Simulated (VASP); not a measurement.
Runs of VASP 6.6.1 on CsPbBr3. The structure is that of space group Pm-3m (No. 221), or close to it. The cells are those of the table. 

```tsv
task	cell	k mesh	cutoff (eV)	smearing	gap on the mesh (eV)	pressure (GPa)
single point	a = 5.742 Å, 5 atoms	6 × 6 × 6	520	gaussian 0.02 eV	1.12	1.7
single point	a = 5.742 Å, 5 atoms	6 × 6 × 6	520	gaussian 0.01 eV	1.12	1.7
relaxation of cell and atoms	relaxed to 1.7 GPa from a = 5.605 Å, 5 atoms	4 × 4 × 4	600	gaussian 0.1 eV	(a)	1.7
relaxation of cell and atoms	relaxed to 1.7 GPa from a = 5.734 Å, 5 atoms	6 × 6 × 6	600	gaussian 0.01 eV	1.13	1.7
single point	a = 5.734 Å, 5 atoms	4 × 4 × 4	520	gaussian 0.1 eV	1.10	2.0
```

Alike in all rows: level PBEsol; potentials or basis VASP PAW PBE potentials, release 64 (Cs_sv, Pb_d, Br); no spin polarisation.

Task: Fill in the values left out.

Result: (a) 1.14.

Caveats: the PAW data sets were made with another functional, which shifts forces and pressure a little; spin-orbit coupling is left out, which moves the levels of the heavy elements; the cell is relaxed towards a set pressure, so the run minimises the enthalpy, not the energy (at least some runs).

A k mesh can miss the band edges, and the runs leave out spin-orbit coupling on Br, Cs, Pb.
